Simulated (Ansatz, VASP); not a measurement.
Two plane-wave programs on HC4

```xyz
10
Lattice="4.9313 0.0000 0.0000 -2.4657 4.2706 0.0000 0.0000 0.0000 18.0000" Properties=species:S:1:pos:R:3 pbc="T T T"
C     1.2328    0.7118    4.0000
C     0.0000    2.8471    4.0000
C     3.6985    0.7118    4.0000
C     2.4657    2.8471    4.0000
C     0.0000    1.4235    4.0000
C    -1.2328    3.5589    4.0000
C     2.4657    1.4235    4.0000
C     1.2328    3.5589    4.0000
H     0.9078    0.7118    7.6000
H     1.5578    0.7118    7.6000
```

Alike in both runs: task single point; functional PBE; dispersion D3(BJ); k mesh 6 × 6 × 1; occupations gaussian, width 0.1 eV; no spin polarisation.

|  | VASP | Ansatz |
| --- | --- | --- |
| version | VASP 6.6.1 | Ansatz 0.2.0 |
| potentials or method | VASP PAW PBE potentials, release 64 (C, H), cutoff 520 eV | scalar-relativistic, plane waves, PAW |
| valence electrons in the cell | 34 | 34 |

```tsv
	VASP	Ansatz	Ansatz less VASP
gap on the k mesh at the Fermi level (eV)	none	none	-
rms of the force components (eV/Å)	1.262	1.253	-0.0086
work function, face that differs most (eV)	4.25	4.25	0.000
```

Atom by atom the forces differ by 0.009 eV/Å (rms over components). A gap of «none» marks a metal or a gap that the smearing closes.
